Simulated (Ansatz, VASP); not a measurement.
C in VASP and in Ansatz

```xyz
24
Lattice="2.4650 0.0000 0.0000 0.0000 6.7384 0.0000 0.0000 0.0000 27.0968" Properties=species:S:1:pos:R:3 pbc="T T T"
C     0.0000    3.3524    7.4983
C     1.2325    6.7216    8.2932
C     1.2325    3.3524    8.1193
C     0.0000    6.7216    8.9207
C     1.2325    3.3524    9.5918
C     0.0000    6.7216   10.3934
C     0.0000    3.3524   10.2906
C     1.2325    6.7216   11.0927
C     0.0000    3.3524   11.7243
C     1.2325    6.7216   12.5274
C     1.2325    3.3524   12.4316
C     0.0000    6.7216   13.2347
C     1.2325    3.3524   13.8622
C     0.0000    6.7216   14.6651
C     0.0000    3.3524   14.5695
C     1.2325    6.7216   15.3725
C     0.0000    3.3524   16.0042
C     1.2325    6.7216   16.8062
C     1.2325    3.3524   16.7035
C     0.0000    6.7216   17.5050
C     1.2325    3.3524   18.1762
C     0.0000    6.7216   18.9775
C     0.0000    3.3524   18.8037
C     1.2325    6.7216   19.5986
```

Alike in both runs: functional PBE; dispersion D3(BJ); k mesh 14 × 5 × 1; occupations gaussian, width 0.1 eV; no spin polarisation.

Ansatz relaxed the structure, and its values are those at the end. VASP's run is a single point on that final structure, the one shown.

|  | VASP | Ansatz |
| --- | --- | --- |
| version | VASP 6.6.1 | Ansatz 0.2.0 |
| potentials or method | VASP PAW PBE potentials, release 64 (C), cutoff 520 eV | scalar-relativistic, plane waves, PAW |
| valence electrons in the cell | 96 | 96 |

```csv
,VASP,Ansatz,Ansatz less VASP
gap on the k mesh at the Fermi level (eV),none,none,-
rms of the force components (eV/Å),0.011,0.006,-0.0050
```

A gap of «none» marks a metal or a gap that the smearing closes.
